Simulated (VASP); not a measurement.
# InSb (F-43m) in VASP: a series of runs, part 2 of 3

VASP 6.6.1. The steps go on from the part before.

**3. Single point, PBE (33.22 Å³/atom)**

This run uses another cell than the first one, of 33.22 Å³/atom.

INCAR

```
  PREC = Accurate
  ENCUT = 520
  EDIFF = 1E-7
  ISMEAR = 0
  SIGMA = 0.1
  LREAL = F
  LASPH = T
  NELM = 100
  ALGO = Normal
  ISIF = 2
  LWAVE = F
  LCHARG = T
  GGA = PE
  LELF = T
  LVHAR = T
  NBANDS = 16
```

KPOINTS

```
Automatic mesh
0
Gamma
  12 12 12
```

POSCAR

```
InSb
1.0
    0.0000000000      3.2147576783      3.2147576783
    3.2147576783      0.0000000000      3.2147576783
    3.2147576783      3.2147576783      0.0000000000
In Sb
1 1
Direct
    0.0000000000      0.0000000000      0.0000000000
    0.2500000000      0.2500000000      0.2500000000
```

Potentials or basis: VASP PAW PBE potentials, release 64 (In_d, Sb).

Run with:

```sh
cat potpaw_PBE.64/In_d/POTCAR potpaw_PBE.64/Sb/POTCAR > POTCAR
mpirun -np 1 vasp_std > vasp.out
```

OUTCAR:

```text
PREC = Accurate
   ENCUT = 520
   EDIFF = 1E-7
   ISMEAR = 0
   LREAL = F
   LASPH = T
   NELM = 100
   ISIF = 2
   GGA = PE

 ion  position               nearest neighbor table
   1  0.000  0.000  0.000-   2 2.78   2 2.78   2 2.78   2 2.78
   2  0.250  0.250  0.250-   1 2.78   1 2.78   1 2.78   1 2.78

  LATTYP: Found a face centered cubic cell.
 ALAT       =     6.4295153566

  Lattice vectors:

 A1 = (   0.0000000000,   3.2147576783,   3.2147576783)
 A2 = (   3.2147576783,   0.0000000000,   3.2147576783)
 A3 = (   3.2147576783,   3.2147576783,   0.0000000000)

Analysis of symmetry for initial positions (statically):
=====================================================================
 Subroutine PRICEL returns:
 Original cell was already a primitive cell.

 Routine SETGRP: Setting up the symmetry group for a
 face centered cubic supercell.

 Subroutine GETGRP returns: Found 24 space group operations
 (whereof 24 operations were pure point group operations)
 out of a pool of 48 trial point group operations.

The static configuration has the point symmetry T_d .

Analysis of symmetry for dynamics (positions and initial velocities):
=====================================================================
 Subroutine PRICEL returns:
 Original cell was already a primitive cell.

 Routine SETGRP: Setting up the symmetry group for a
 face centered cubic supercell.

 Subroutine GETGRP returns: Found 24 space group operations
 (whereof 24 operations were pure point group operations)
 out of a pool of 48 trial point group operations.

The dynamic configuration has the point symmetry T_d .

 Subroutine INISYM returns: Found 24 space group operations
 (whereof 24 operations are pure point group operations),
 and found     1 'primitive' translations

[... 106 lines left out ...]
   NUPDOWN=      -1.0000    fix difference up-down
   EMIN   =  10.00;   EMAX   =-10.00  energy-range for DOS
   EFERMI =   0.00;   METHOD = LEGACY
   ISMEAR =     0;   SIGMA  =   0.10  broadening in eV -4-tet -1-fermi 0-gaus
   EFERMI_NEDOS =   21; number of points for ismear=-14 and -15
   IALGO  =     38    algorithm
   IMIX   =      4    mixing-type and parameters
     AMIX     =   0.40;   BMIX     =  1.00
     AMIX_MAG =   1.60;   BMIX_MAG =  1.00
  volume/ion in A,a.u.               =      33.22       224.20
  Fermi-wavevector in a.u.,A,eV,Ry     =   1.059272  2.001734 15.266510  1.122057
  Thomas-Fermi vector in A             =   2.194611
   LORBIT       =      0    0 simple, 1 ext, 2 COOP (PROOUT), +10 PAW based schemes
   GGA     = PE    functional components
   LHFCALC =     F    Hartree Fock is set to
   AEXX    =    0.0000 exact exchange contribution
   IVDW    =     0    specifies the selected vdW correction
   LEPSILON=     F    determine dielectric tensor
   LRPA    =     F    only Hartree local field effects (RPA)
 non-spin polarized calculation
 Gauss-broadening in eV      SIGMA  =   0.10
  energy-cutoff  :      520.00
  volume of cell :       66.45
 maximum number of plane-waves:      1820
 NGX is ok and might be reduce to    36
   NGX = 17   NGY = 17   NGZ = 17

 number of electron      17.9999999 magnetization

 Free energy of the ion-electron system (eV)
  ---------------------------------------------------
  ext. energy  EPLUGINS =         0.00000000
  ---------------------------------------------------
  free energy    TOTEN  =        -6.87134137 eV

  energy without entropy =       -6.87119678  energy(sigma->0) =       -6.87126907

 E-fermi :   5.4079     XC(G=0):  -8.7850

 val. band max:        5.3526545028   @ k =   0.0000   0.0000   0.0000
 cond. band min:       5.9311564305   @ k =   0.5000   0.0000   0.0000
 fundamental gap:      0.5785019277
 Fermi energy:         5.4079146479

 k-point     1 :       0.0000    0.0000    0.0000
  band No.  band energies     occupation
      1      -9.3051      2.00000
      2      -9.3051      2.00000
      3      -9.3051      2.00000
      4      -9.2132      2.00000
      5      -9.2132      2.00000
      6      -5.5147      2.00000
[... 433 lines left out ...]
      3      -9.2781      2.00000
      4      -9.2149      2.00000
      5      -9.2121      2.00000
      6      -3.9281      2.00000
[... 8 lines left out ...]
     15      13.6480      0.00000
     16      13.9724      0.00000

 [... further k-points ...]
[... 5 lines left out ...]
  --------------------------------------------------------------------------------------
  -------------------------------------------------------------------------------------
  Total        1.7999362      1.7999362      1.7999362      0.0000000      0.0000000     -0.0000000
  in kB       43.4003240     43.4003240     43.4003240      0.0000000      0.0000000     -0.0000000
  external PRESSURE =      43.4003240 kB  Pullay stress =       0.0000000 kB

 VOLUME and BASIS-vectors are now :
 -----------------------------------------------------------------------------
  energy-cutoff  :      520.00
  volume of cell :       66.45
      direct lattice vectors                 reciprocal lattice vectors
     0.000000000  3.214757678  3.214757678    -0.155532718  0.155532718  0.155532718
     3.214757678  0.000000000  3.214757678     0.155532718 -0.155532718  0.155532718
     3.214757678  3.214757678  0.000000000     0.155532718  0.155532718 -0.155532718

 POSITION                                       TOTAL-FORCE (eV/Angst)
 -----------------------------------------------------------------------------------
      0.00000      0.00000      0.00000        -0.000000     -0.000000      0.000000
      1.60738      1.60738      1.60738         0.000000      0.000000     -0.000000
 -----------------------------------------------------------------------------------
    total drift:                               -0.000000     -0.000000     -0.000000

  FREE ENERGIE OF THE ION-ELECTRON SYSTEM (eV)
  ---------------------------------------------------
  free  energy   TOTEN  =        -6.8713413709 eV

  energy  without entropy=       -6.8711967773  energy(sigma->0) =       -6.87126907
```

OSZICAR:

```text
N       E                     dE             d eps       ncg     rms          rms(c)
DAV:   1     0.113830636081E+03    0.11383E+03   -0.79354E+03  2312   0.112E+03
DAV:   2     0.253934932662E+00   -0.11358E+03   -0.10965E+03  2576   0.286E+02
DAV:   3    -0.677563171422E+01   -0.70296E+01   -0.70033E+01  2960   0.720E+01
DAV:   4    -0.697530565381E+01   -0.19967E+00   -0.19964E+00  2848   0.138E+01
DAV:   5    -0.698631064656E+01   -0.11005E-01   -0.11005E-01  3520   0.269E+00    0.434E+00
DAV:   6    -0.688499837299E+01    0.10131E+00   -0.15349E-01  3328   0.611E+00    0.251E+00
DAV:   7    -0.686970177001E+01    0.15297E-01   -0.72742E-02  3120   0.257E+00    0.639E-01
DAV:   8    -0.687062375078E+01   -0.92198E-03   -0.79894E-03  3000   0.105E+00    0.276E-01
DAV:   9    -0.687125660853E+01   -0.63286E-03   -0.96209E-04  2776   0.261E-01    0.777E-02
DAV:  10    -0.687129920093E+01   -0.42592E-04   -0.49847E-05  3248   0.482E-02    0.400E-02
DAV:  11    -0.687133979206E+01   -0.40591E-04   -0.71809E-05  2616   0.560E-02    0.242E-02
DAV:  12    -0.687134126369E+01   -0.14716E-05   -0.13049E-06  2952   0.808E-03    0.618E-03
DAV:  13    -0.687134145381E+01   -0.19012E-06   -0.13474E-06  2728   0.750E-03    0.341E-03
DAV:  14    -0.687134134131E+01    0.11249E-06   -0.33301E-08  2568   0.111E-03    0.107E-03
DAV:  15    -0.687134137087E+01   -0.29555E-07   -0.11406E-08  1824   0.981E-04
   1 F= -.68713414E+01 E0= -.68712691E+01  d E =-.144594E-03
```

stdout:

```text
POSCAR found type information on POSCAR InSb
 POSCAR found :  2 types and       2 ions
 scaLAPACK will be used
 LDA part: xc-table for (Slater+PW92), standard interpolation
 POSCAR, INCAR and KPOINTS ok, starting setup
 FFT: planning ... GRIDC
 FFT: planning ... GRID_SOFT
 FFT: planning ... GRID
 WAVECAR not read
 entering main loop
```

Run time: 77 s. Hardware: 1 thread of Intel Xeon Platinum 8375C at 2.90GHz (Ice Lake), shared host; peak memory 0.25 GiB.

What came out:

- Free energy: -6.8713 eV
- Pressure: 4.3 GPa
- Band gap on the k mesh: zero (filled and empty bands touch)

Levels at points of the mesh, in eV from the Fermi level:
```tsv
k point	band 7	band 8	band 9	band 10	band 11	band 12
(0.00, 0.00, 0.00)	-0.11	-0.06	-0.06	-0.06	2.90	2.90
(0.50, 0.00, 0.00)	-5.78	-1.10	-1.10	0.52	3.76	3.76
(0.50, 0.50, 0.00)	-6.07	-2.40	-2.40	1.25	1.26	8.24
```

Caveat: the cell stands under pressure; semilocal functionals underestimate gaps, so a narrow gap can read as zero; spin-orbit coupling is left out, which moves the levels of the heavy elements.

**4. Single point, PBE (34.32 Å³/atom)**

This run uses another cell than the first one, of 34.32 Å³/atom.

INCAR

```
  PREC = Accurate
  ENCUT = 520
  EDIFF = 1E-6
  ISMEAR = 0
  SIGMA = 0.1
  LREAL = False
  LASPH = True
  NELM = 60
  ALGO = Normal
  ISIF = 2
  LWAVE = False
  LCHARG = True
  GGA = PE
  LELF = True
  LVHAR = True
  NBANDS = 16
```

KPOINTS

```
regular mesh
0
Gamma
  12 12 12
```

POSCAR

```
InSb
1.0
    0.0000000000      3.2497034343      3.2497034343
    3.2497034343      0.0000000000      3.2497034343
    3.2497034343      3.2497034343      0.0000000000
In Sb
1 1
Direct
    0.0000000000      0.0000000000      0.0000000000
    0.2500000000      0.2500000000      0.2500000000
```

Potentials or basis: VASP PAW PBE potentials, release 64 (In_d, Sb).

Run with:

```sh
cat potpaw_PBE.64/In_d/POTCAR potpaw_PBE.64/Sb/POTCAR > POTCAR
mpirun -np 1 vasp_std > vasp.out
```

OUTCAR:

```text
PREC = Accurate
   ENCUT = 520
   EDIFF = 1E-6
   ISMEAR = 0
   LREAL = False
   LASPH = True
   NELM = 60
   ISIF = 2
   GGA = PE

 ion  position               nearest neighbor table
   1  0.000  0.000  0.000-   2 2.81   2 2.81   2 2.81   2 2.81
   2  0.250  0.250  0.250-   1 2.81   1 2.81   1 2.81   1 2.81

  LATTYP: Found a face centered cubic cell.
 ALAT       =     6.4994068686

  Lattice vectors:

 A1 = (   0.0000000000,   3.2497034343,   3.2497034343)
 A2 = (   3.2497034343,   0.0000000000,   3.2497034343)
[... 626 lines left out ...]
      4      -9.4983      2.00000
      5      -9.4958      2.00000
      6      -4.1578      2.00000
[... 8 lines left out ...]
     15      13.2367      0.00000
     16      13.5598      0.00000

 [... further k-points ...]
[... 5 lines left out ...]
  --------------------------------------------------------------------------------------
  -------------------------------------------------------------------------------------
  Total        1.1218861      1.1218861      1.1218861     -0.0000000      0.0000000     -0.0000000
  in kB       26.1877490     26.1877490     26.1877490     -0.0000000      0.0000000     -0.0000000
  external PRESSURE =      26.1877490 kB  Pullay stress =       0.0000000 kB

 VOLUME and BASIS-vectors are now :
 -----------------------------------------------------------------------------
  energy-cutoff  :      520.00
  volume of cell :       68.64
      direct lattice vectors                 reciprocal lattice vectors
     0.000000000  3.249703434  3.249703434    -0.153860194  0.153860194  0.153860194
     3.249703434  0.000000000  3.249703434     0.153860194 -0.153860194  0.153860194
     3.249703434  3.249703434  0.000000000     0.153860194  0.153860194 -0.153860194

 POSITION                                       TOTAL-FORCE (eV/Angst)
 -----------------------------------------------------------------------------------
      0.00000      0.00000      0.00000         0.000000      0.000000      0.000000
      1.62485      1.62485      1.62485        -0.000000     -0.000000     -0.000000
 -----------------------------------------------------------------------------------
    total drift:                               -0.000000     -0.000000     -0.000000

  FREE ENERGIE OF THE ION-ELECTRON SYSTEM (eV)
  ---------------------------------------------------
  free  energy   TOTEN  =        -6.9189642593 eV

  energy  without entropy=       -6.9188175939  energy(sigma->0) =       -6.91889093
```

OSZICAR:

```text
N       E                     dE             d eps       ncg     rms          rms(c)
DAV:   1     0.112874883165E+03    0.11287E+03   -0.79096E+03  2304   0.111E+03
DAV:   2     0.479778812485E+00   -0.11240E+03   -0.10883E+03  2576   0.283E+02
DAV:   3    -0.681081250506E+01   -0.72906E+01   -0.72647E+01  3000   0.731E+01
DAV:   4    -0.701679619063E+01   -0.20598E+00   -0.20595E+00  2856   0.140E+01
DAV:   5    -0.702702253852E+01   -0.10226E-01   -0.10226E-01  3472   0.260E+00    0.411E+00
DAV:   6    -0.693054312392E+01    0.96479E-01   -0.15192E-01  3320   0.590E+00    0.238E+00
DAV:   7    -0.691722760850E+01    0.13316E-01   -0.68216E-02  3168   0.243E+00    0.620E-01
DAV:   8    -0.691824300008E+01   -0.10154E-02   -0.76262E-03  3024   0.100E+00    0.249E-01
DAV:   9    -0.691886400761E+01   -0.62101E-03   -0.89285E-04  2816   0.256E-01    0.751E-02
DAV:  10    -0.691891982744E+01   -0.55820E-04   -0.51436E-05  3136   0.483E-02    0.361E-02
DAV:  11    -0.691896252969E+01   -0.42702E-04   -0.73847E-05  2664   0.552E-02    0.219E-02
DAV:  12    -0.691896386332E+01   -0.13336E-05   -0.11665E-06  2696   0.797E-03    0.625E-03
DAV:  13    -0.691896425930E+01   -0.39598E-06   -0.14907E-06  2680   0.669E-03
   1 F= -.69189643E+01 E0= -.69188909E+01  d E =-.146665E-03
```

Wall time 71 s (1 thread of Intel Xeon Platinum 8375C at 2.90GHz (Ice Lake), shared host); peak memory 0.25 GiB.

Results:

* Free energy: -6.9190 eV
* Pressure: 2.6 GPa
* Band gap on the k mesh: zero (filled and empty bands touch)

Caveat: semilocal functionals underestimate gaps, so a narrow gap can read as zero; spin-orbit coupling is left out, which moves the levels of the heavy elements.

(Part 2 of 3 ends here.)
